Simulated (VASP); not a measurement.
# In2S (P-4m2) in VASP: notebook

The runs below take In2S through single point, with PBE.

Program: VASP 6.6.1. These are calculated values, not measurements. Logs are shortened: lines on timing, memory, paths and dates and some standing lists are left out, and cuts for length are marked.

## 1. The cell of the first run

Symmetry: P-4m2, No. 115, tetragonal system. Conventional cell: a = 3.943 Å, b = 3.943 Å, c = 5.435 Å, α = 90.00°, β = 90.00°, γ = 90.00°. In (site symmetry 2mm) has 2 S at 2.70 Å and 4 In at 3.29 Å within 3.6 Å. Within 3.6 Å of S (site symmetry -4m2) lie 4 In at 2.70 Å.

## 2. Single point, PBE (atoms taken out)

Contents of INCAR:

```
SYSTEM = In2S
PREC = Accurate
ENCUT = 520
EDIFF = 1E-6
ISMEAR = 0
SIGMA = 0.1
LREAL = .False.
LASPH = .True.
NELM = 100
ALGO = Normal
ISIF = 2
LWAVE = .False.
LCHARG = .False.
GGA = PE
NBANDS = 23
```

Contents of KPOINTS:

```
Automatic mesh
0
Gamma
  4 4 4
  0 0 0
```

Contents of POSCAR:

```
In2S
1.0
    3.9430601000      0.0000000000      0.0000000000
    0.0000000000      3.9430601000      0.0000000000
    0.0000000000      0.0000000000      5.4349541000
In S
2 1
Direct
    0.5000000000      0.0000000000      0.6611510000
    0.0000000000      0.5000000000      0.3388490000
    0.0000000000      0.0000000000      0.0000000000
```

Potentials or basis: VASP PAW PBE potentials, release 64 (In_d, S).

On the command line:

```console
$ cat potpaw_PBE.64/In_d/POTCAR potpaw_PBE.64/S/POTCAR > POTCAR
$ mpirun -np 1 vasp_std > vasp.out
```

OUTCAR:

```text
SYSTEM = In2S
   PREC = Accurate
   ENCUT = 520
   EDIFF = 1E-6
   ISMEAR = 0
   LREAL = .False.
   LASPH = .True.
   NELM = 100
   ISIF = 2
   GGA = PE

 ion  position               nearest neighbor table
   1  0.500  0.000  0.661-   3 2.70   3 2.70   2 3.29   2 3.29   2 3.29   2 3.29
   2  0.000  0.500  0.339-   3 2.70   3 2.70   1 3.29   1 3.29   1 3.29   1 3.29
   3  0.000  0.000  0.000-   1 2.70   2 2.70   2 2.70   1 2.70

  LATTYP: Found a simple tetragonal cell.
 ALAT       =     3.9430601000
 C/A-ratio  =     1.3783594371

  Lattice vectors:

 A1 = (   3.9430601000,   0.0000000000,   0.0000000000)
 A2 = (   0.0000000000,   3.9430601000,   0.0000000000)
 A3 = (   0.0000000000,   0.0000000000,   5.4349541000)

Analysis of symmetry for initial positions (statically):
=====================================================================
 Subroutine PRICEL returns:
 Original cell was already a primitive cell.

 Routine SETGRP: Setting up the symmetry group for a
 simple tetragonal supercell.

 Subroutine GETGRP returns: Found  8 space group operations
 (whereof  8 operations were pure point group operations)
 out of a pool of 16 trial point group operations.

The static configuration has the point symmetry D_2d.

Analysis of symmetry for dynamics (positions and initial velocities):
=====================================================================
 Subroutine PRICEL returns:
 Original cell was already a primitive cell.

 Routine SETGRP: Setting up the symmetry group for a
 simple tetragonal supercell.

 Subroutine GETGRP returns: Found  8 space group operations
 (whereof  8 operations were pure point group operations)
 out of a pool of 16 trial point group operations.

The dynamic configuration has the point symmetry D_2d.

 Subroutine INISYM returns: Found  8 space group operations
 (whereof  8 operations are pure point group operations),
 and found     1 'primitive' translations

----------------------------------------------------------------------------------------

                                     Primitive cell

  volume of cell :      84.5012

  direct lattice vectors                    reciprocal lattice vectors
     3.943060100  0.000000000  0.000000000     0.253610134  0.000000000  0.000000000
     0.000000000  3.943060100  0.000000000     0.000000000  0.253610134  0.000000000
     0.000000000  0.000000000  5.434954100     0.000000000  0.000000000  0.183994194

  length of vectors
     3.943060100  3.943060100  5.434954100     0.253610134  0.253610134  0.183994194

  position of ions in fractional coordinates (direct lattice)
     0.500000000  0.000000000  0.661151000
     0.000000000  0.500000000  0.338849000
     0.000000000  0.000000000  0.000000000

  ion indices of the primitive-cell ions
   primitive index   ion index
                 1           1
                 2           2
                 3           3

----------------------------------------------------------------------------------------

 KPOINTS: Automatic mesh

Automatic generation of k-mesh.
 Grid dimensions read from file:
 generate k-points for:    4    4    4

 Generating k-lattice:

  Cartesian coordinates                     Fractional coordinates (reciprocal lattice)
     0.063402533  0.000000000  0.000000000     0.250000000  0.000000000  0.000000000
     0.000000000  0.063402533  0.000000000     0.000000000  0.250000000  0.000000000
     0.000000000  0.000000000  0.045998549     0.000000000  0.000000000  0.250000000

  Length of vectors
     0.063402533  0.063402533  0.045998549

  Shift w.r.t. Gamma in fractional coordinates (k-lattice)
     0.000000000  0.000000000  0.000000000

 Subroutine IBZKPT returns following result:
 ===========================================

 Found     18 irreducible k-points:

 Following reciprocal coordinates:
            Coordinates               Weight
  0.000000  0.000000  0.000000      1.000000
  0.250000  0.000000  0.000000      4.000000
  0.500000  0.000000  0.000000      2.000000
  0.250000  0.250000  0.000000      4.000000
  0.500000  0.250000  0.000000      4.000000
  0.500000  0.500000  0.000000      1.000000
[... 10 lines left out ...]
  0.500000  0.250000  0.500000      4.000000
  0.500000  0.500000  0.500000      1.000000
   k-points           NKPTS =     18   k-points in BZ     NKDIM =     18   number of bands    NBANDS=     23
   number of dos      NEDOS =    301   number of ions     NIONS =      3
   total plane-waves  NPLWV =  36000
   dimension x,y,z NGX =    30 NGY =   30 NGZ =   40
   dimension x,y,z NGXF=    60 NGYF=   60 NGZF=   80
   ions per type =               2   1
   NGX,Y,Z   is equivalent  to a cutoff of  12.65, 12.65, 12.24 a.u.
   NGXF,Y,Z  is equivalent  to a cutoff of  25.30, 25.30, 24.47 a.u.
 SYSTEM =  In2S
   PREC   = accura    normal or accurate (medium, high low for compatibility)
   ISTART =      0    job   : 0-new  1-cont  2-samecut
   ICHARG =      2    charge: 1-file 2-atom 10-const
   ISPIN  =      1    spin polarized calculation?
   LNONCOLLINEAR =      F non collinear calculations
   LSORBIT =      F    spin-orbit coupling
   LASPH  =      T    aspherical Exc in radial PAW
   ENCUT  =  520.0 eV  38.22 Ry    6.18 a.u.   7.33  7.33 10.11*2*pi/ulx,y,z
   NELM   =    100;   NELMIN=  2; NELMDL= -5     # of ELM steps
   EDIFF  = 0.1E-05   stopping-criterion for ELM
   LREAL  =      F    real-space projection
[... 7 lines left out ...]
   TEBEG  =    0.0;   TEEND  =   0.0 temperature during run
   PSTRESS=    0.0 pullay stress
   NELECT =      32.0000    total number of electrons
   NUPDOWN=      -1.0000    fix difference up-down
   EMIN   =  10.00;   EMAX   =-10.00  energy-range for DOS
   EFERMI =   0.00;   METHOD = LEGACY
   ISMEAR =     0;   SIGMA  =   0.10  broadening in eV -4-tet -1-fermi 0-gaus
   EFERMI_NEDOS =   21; number of points for ismear=-14 and -15
   IALGO  =     38    algorithm
   IMIX   =      4    mixing-type and parameters
     AMIX     =   0.40;   BMIX     =  1.00
     AMIX_MAG =   1.60;   BMIX_MAG =  1.00
  volume/ion in A,a.u.               =      28.17       190.08
  Fermi-wavevector in a.u.,A,eV,Ry     =   1.184415  2.238220 19.086785  1.402839
  Thomas-Fermi vector in A             =   2.320630
   LORBIT       =      0    0 simple, 1 ext, 2 COOP (PROOUT), +10 PAW based schemes
   GGA     = PE    functional components
   LHFCALC =     F    Hartree Fock is set to
   AEXX    =    0.0000 exact exchange contribution
   IVDW    =     0    specifies the selected vdW correction
   LEPSILON=     F    determine dielectric tensor
   LRPA    =     F    only Hartree local field effects (RPA)
 non-spin polarized calculation
 Gauss-broadening in eV      SIGMA  =   0.10
  energy-cutoff  :      520.00
  volume of cell :       84.50
 maximum number of plane-waves:      2317
 NGX is ok and might be reduce to    30
   NGX = 15   NGY = 15   NGZ = 21

 number of electron      32.0000004 magnetization

 Free energy of the ion-electron system (eV)
  ---------------------------------------------------
  ext. energy  EPLUGINS =         0.00000000
  ---------------------------------------------------
  free energy    TOTEN  =       -10.01481865 eV

  energy without entropy =      -10.01082065  energy(sigma->0) =      -10.01281965

 E-fermi :   5.4423     XC(G=0):  -9.1714

 val. band max:        5.4412777598   @ k =   0.2500   0.2500   0.0000
 cond. band min:       5.6158554253   @ k =   0.5000   0.2500   0.0000
 fundamental gap:      0.1745776654
 Fermi energy:         5.4423053460

 k-point     1 :       0.0000    0.0000    0.0000
  band No.  band energies     occupation
      1      -9.4914      2.00000
      2      -9.2869      2.00000
      3      -9.2682      2.00000
      4      -9.2682      2.00000
      5      -9.2556      2.00000
      6      -9.1808      2.00000
[... 15 lines left out ...]
     22      11.2748      0.00000
     23      11.6184      0.00000

 k-point     2 :       0.2500    0.0000    0.0000
  band No.  band energies     occupation
      1      -9.4385      2.00000
      2      -9.3206      2.00000
      3      -9.3073      2.00000
      4      -9.2845      2.00000
      5      -9.2346      2.00000
      6      -9.1828      2.00000
[... 15 lines left out ...]
     22      11.2685      0.00000
     23      12.2350      0.00000

 k-point     3 :       0.5000    0.0000    0.0000
  band No.  band energies     occupation
      1      -9.4169      2.00000
      2      -9.3155      2.00000
      3      -9.3121      2.00000
      4      -9.3112      2.00000
      5      -9.2737      2.00000
      6      -9.1636      2.00000
[... 15 lines left out ...]
     22      12.2086      0.00000
     23      12.7118      0.00000

 k-point     4 :       0.2500    0.2500    0.0000
  band No.  band energies     occupation
      1      -9.4616      2.00000
      2      -9.3244      2.00000
      3      -9.2929      2.00000
      4      -9.2657      2.00000
      5      -9.2233      2.00000
      6      -9.1711      2.00000
[... 15 lines left out ...]
     22      11.9523      0.00000
     23      13.1434      0.00000

 k-point     5 :       0.5000    0.2500    0.0000
  band No.  band energies     occupation
      1      -9.4985      2.00000
      2      -9.3367      2.00000
      3      -9.2537      2.00000
      4      -9.2416      2.00000
      5      -9.2160      2.00000
      6      -9.1931      2.00000
[... 15 lines left out ...]
     22      11.9649      0.00000
     23      12.3963      0.00000

 k-point     6 :       0.5000    0.5000    0.0000
  band No.  band energies     occupation
      1      -9.5462      2.00000
      2      -9.3183      2.00000
      3      -9.2629      2.00000
      4      -9.2629      2.00000
      5      -9.1730      2.00000
      6      -9.1730      2.00000
[... 15 lines left out ...]
     22      10.6698      0.00000
     23      14.6670      0.00000

 k-point     7 :       0.0000    0.0000    0.2500
  band No.  band energies     occupation
      1      -9.4519      2.00000
      2      -9.2856      2.00000
      3      -9.2769      2.00000
      4      -9.2601      2.00000
      5      -9.2601      2.00000
      6      -9.1978      2.00000
[... 197 lines left out ...]
     22      12.2249      0.00000
     23      13.1175      0.00000

 k-point    15 :       0.5000    0.0000    0.5000
  band No.  band energies     occupation
      1      -9.4874      2.00000
      2      -9.3266      2.00000
      3      -9.3218      2.00000
      4      -9.3026      2.00000
      5      -9.1949      2.00000
      6      -9.1714      2.00000
[... 15 lines left out ...]
     22      11.3211      0.00000
     23      12.4929      0.00000

 k-point    16 :       0.2500    0.2500    0.5000
  band No.  band energies     occupation
      1      -9.4276      2.00000
      2      -9.3353      2.00000
      3      -9.3057      2.00000
      4      -9.2487      2.00000
      5      -9.2450      2.00000
      6      -9.1850      2.00000
[... 15 lines left out ...]
     22      11.9512      0.00000
     23      13.7446      0.00000

 k-point    17 :       0.5000    0.2500    0.5000
  band No.  band energies     occupation
      1      -9.4572      2.00000
      2      -9.3280      2.00000
      3      -9.3269      2.00000
      4      -9.2461      2.00000
      5      -9.1886      2.00000
      6      -9.1866      2.00000
[... 15 lines left out ...]
     22      11.7611      0.00000
     23      12.9671      0.00000

 k-point    18 :       0.5000    0.5000    0.5000
  band No.  band energies     occupation
      1      -9.4351      2.00000
      2      -9.3072      2.00000
      3      -9.3050      2.00000
      4      -9.2506      2.00000
      5      -9.2506      2.00000
      6      -9.1780      2.00000
[... 15 lines left out ...]
     22      10.9923      0.00000
     23      13.6196      0.00000

------------------------ aborting loop because EDIFF is reached ----------------------------------------

  FORCE on cell =-STRESS in cart. coord.  units (eV):
  Direction    XX          YY          ZZ          XY          YZ          ZX
  --------------------------------------------------------------------------------------
  -------------------------------------------------------------------------------------
  Total        0.3806551      0.3806551      0.1909148      0.0000000      0.0000000      0.0000000
  in kB        7.2173805      7.2173805      3.6198243      0.0000000      0.0000000      0.0000000
  external PRESSURE =       6.0181951 kB  Pullay stress =       0.0000000 kB

 VOLUME and BASIS-vectors are now :
 -----------------------------------------------------------------------------
  energy-cutoff  :      520.00
  volume of cell :       84.50
      direct lattice vectors                 reciprocal lattice vectors
     3.943060100  0.000000000  0.000000000     0.253610134  0.000000000  0.000000000
     0.000000000  3.943060100  0.000000000     0.000000000  0.253610134  0.000000000
     0.000000000  0.000000000  5.434954100     0.000000000  0.000000000  0.183994194

 POSITION                                       TOTAL-FORCE (eV/Angst)
 -----------------------------------------------------------------------------------
      1.97153      0.00000      3.59333         0.000000      0.000000     -0.051971
      0.00000      1.97153      1.84163         0.000000     -0.000000      0.051971
      0.00000      0.00000      0.00000         0.000000     -0.000000      0.000000
 -----------------------------------------------------------------------------------
    total drift:                                0.000000      0.000000      0.000000

  FREE ENERGIE OF THE ION-ELECTRON SYSTEM (eV)
  ---------------------------------------------------
  free  energy   TOTEN  =       -10.0148186533 eV

  energy  without entropy=      -10.0108206485  energy(sigma->0) =      -10.01281965
```

Wall time 16 s (1 thread of Intel Xeon 6975P-C (Granite Rapids), shared host); peak memory 0.18 GiB.

Results:

- Free energy: -10.0148 eV
- Pressure: 0.6 GPa
- Largest force: 0.052 eV/Å
- Band gap on the k mesh: zero (bands 16 and 17 overlap by 2.90 eV)

Forces on the atoms (eV/Å):
```
In   0.000  0.000 -0.052
In   0.000  0.000  0.052
S    0.000  0.000  0.000
```

Levels at points of the mesh, in eV from the Fermi level:
```
           k point  band 13  band 14  band 15  band 16  band 17  band 18  band 19  band 20
(0.00, 0.00, 0.00)    -5.46    -2.57    -2.57     1.31     1.91     3.47     3.47     4.65
(0.50, 0.00, 0.00)    -4.64    -3.62    -2.18    -2.13     0.26     3.31     4.20     5.43
(0.50, 0.50, 0.00)    -5.33    -3.41    -1.91    -0.97    -0.97    -0.48     2.83     2.83
(0.00, 0.00, 0.50)    -2.33    -2.33    -1.87    -1.56     2.08     2.08     3.14     3.51
(0.50, 0.00, 0.50)    -5.82    -4.08    -2.10    -0.56     1.49     2.92     4.48     4.58
(0.50, 0.50, 0.50)    -5.10    -4.52    -2.10    -2.10    -1.37     1.23     2.52     5.16
```

Caveat: the k points lie up to 0.40 Å⁻¹ apart, too coarse for converged energies and pressures of a metal; the cell differs from its parent crystal (atoms taken out); spin-orbit coupling is left out, which moves the levels of the heavy elements.

[end of part 1 of 2]

The gap in the log of VASP goes by the Fermi energy; the results here count the filled bands.